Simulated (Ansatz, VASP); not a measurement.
**Cr: VASP beside Ansatz**

```
Cr
1.0
     2.82935    0.00000    0.00000
     0.00000    2.82935    0.00000
     0.00000    0.00000    2.82935
Cr
2
Cartesian
  0.0000 0.0000 0.0000
  1.4147 1.4147 1.4147
```

Alike in both runs: task single point; functional r2SCAN; k mesh 12 × 12 × 12; occupations gaussian, width 0.05 eV; collinear spin.

|  | VASP | Ansatz |
| --- | --- | --- |
| version | VASP 6.6.1 | Ansatz 0.2.0 |
| potentials or method | VASP PAW PBE potentials, release 64 (Cr_pv), cutoff 520 eV | scalar-relativistic, plane waves, PAW |
| valence electrons in the cell | 24 | 28 |

|  | VASP | Ansatz | Ansatz less VASP |
| --- | --- | --- | --- |
| gap on the k mesh at the Fermi level (eV) | none | none | - |
| pressure (GPa) | 21.0 | 20.3 | -0.69 |
| net moment per atom (μB) | 0.00 | 0.00 | 0.000 |
| size of the moment on the site where the two differ most (μB) | 2.05 | 1.88 | -0.163 |

VASP's potentials were made for PBE, not for r2SCAN. Site moments also hang on the region over which each program counts them. A gap of «none» marks a metal or a gap that the smearing closes. With one functional, cell and mesh, what is left measures potentials, basis and numerics. VASP's potentials hold 24 valence electrons a cell and Ansatz's 28, so a difference there can come from the potentials and not from the codes. Ansatz's warnings: stability check not made.
